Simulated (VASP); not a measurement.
Runs of VASP 6.6.1 on TeMo5. The structure is that of space group P6/mmm (No. 191), or close to it. The cells are those of the table. 

```tsv
task	cell	k mesh	cutoff (eV)	gap on the mesh (eV)	pressure (GPa)	relaxed volume (Å³/atom)
single point	a = 5.063, b = 5.063, c = 4.882 Å, angles 90.0, 90.0, 120.0°, 6 atoms	3 × 3 × 4	520	none	(b)	-
single point	a = 5.118, b = 5.118, c = 4.803 Å, angles 90.0, 90.0, 120.0°, 6 atoms	12 × 12 × 8	520	none	0.3	-
relaxation of cell and atoms	relaxed from a = 5.063, b = 5.063, c = 4.882 Å, angles 90.0, 90.0, 120.0°, 6 atoms	6 × 6 × 4	600	none	0.2	18.19
relaxation of cell and atoms	relaxed from a = 5.805, b = 5.805, c = 4.734 Å, angles 90.0, 90.0, 120.0°, 6 atoms	3 × 3 × 4	600	none	-0.2	(a)
single point	a = 5.805, b = 5.805, c = 4.734 Å, angles 90.0, 90.0, 120.0°, 6 atoms	3 × 3 × 4	520	none	-23.6	-
single point	a = 5.134, b = 5.134, c = 4.777 Å, angles 90.0, 90.0, 120.0°, 6 atoms	6 × 6 × 4	520	none	0.4	-
```

Alike in all rows: level PBE; potentials or basis VASP PAW PBE potentials, release 64 (Te, Mo_sv); no spin polarisation; smearing gaussian 0.1 eV.

Problem. Estimate the missing entries.

Solution. (a) 18.09; (b) 0.1.

Caveats: some runs use coarse meshes; spin-orbit coupling is left out, which moves the levels of the heavy elements; the volume moved by over 15 % at a fixed basis, so the end points are rough (some runs).

A k mesh can miss the band edges, and the runs leave out spin-orbit coupling on Mo, Te.

A gap of «none» marks levels without a gap at the run's occupations.
